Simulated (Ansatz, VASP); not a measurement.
## One calculation of Sb2Au, two programs

INCAR

```
PREC = Accurate ; ENCUT = 520
EDIFF = 1E-6 ; ISMEAR = -1
SIGMA = 0.08 ; LREAL = False
LASPH = True ; NELM = 60
ALGO = Normal ; ISIF = 2
LWAVE = False ; LCHARG = False
GGA = CA ; NBANDS = 18
```

File KPOINTS:

```
Automatic mesh
0
Gamma
  9 9 9
```

File POSCAR:

```
Sb2Au
1.0
    0.0000000000      3.2830215134      3.2830215134
    3.2830215134      0.0000000000      3.2830215134
    3.2830215134      3.2830215134      0.0000000000
Sb Au
2 1
Direct
    0.2500000000      0.2500000000      0.2500000000
    0.7500000000      0.7500000000      0.7500000000
    0.0000000000      0.0000000000      0.0000000000
```

Input for Ansatz:

```yaml
crystal:
  lattice:
    - [0.0, 3.2830215134, 3.2830215134]
    - [3.2830215134, 0.0, 3.2830215134]
    - [3.2830215134, 3.2830215134, 0.0]
  atoms:
    - { symbol: Sb, position: [0.25, 0.25, 0.25] }
    - { symbol: Sb, position: [0.75, 0.75, 0.75] }
    - { symbol: Au, position: [0.0, 0.0, 0.0] }
kpoints:
  mp_grid: { grid: [9, 9, 9] }
  band_path:
    path:
      - [0.0, 0.0, 0.0]
      - [0.5, 0.0, 0.5]
      - [0.625, 0.25, 0.625]
      - [0.375, 0.375, 0.75]
      - [0.0, 0.0, 0.0]
      - [0.5, 0.5, 0.5]
      - [0.5, 0.25, 0.75]
      - [0.5, 0.0, 0.5]
    npoints: 5
scf:
  occupations: { method: fermi_dirac, width: 0.08 }
hamiltonian:
  xc: lda
  pseudopotentials: { kind: all_electron, lapw: { basis_error: 0.001 } }
output:
  forces: true
  stress: true
  eigenvalues: true
```

Change from the starting cell: volume scaled by 0.96.

Alike in both runs: task single point; functional LDA; k mesh 9 × 9 × 9; occupations fermi-dirac, width 0.08 eV; no spin polarisation.

```csv
,VASP,Ansatz
version,VASP 6.6.1,Ansatz 0.2.0
potentials or method,"VASP PAW LDA potentials, release 64 (Sb, Au), cutoff 520 eV","all-electron LAPW, scalar-relativistic"
```

```tsv
	VASP	Ansatz	Ansatz less VASP
pressure (GPa)	7.9	7.6	-0.26
```

LDA's correlation is that of Perdew and Zunger in VASP and of Perdew and Wang (1992) in Ansatz. Ansatz ran all-electron here, and VASP with PAW potentials.

Neither program's run includes spin-orbit coupling.
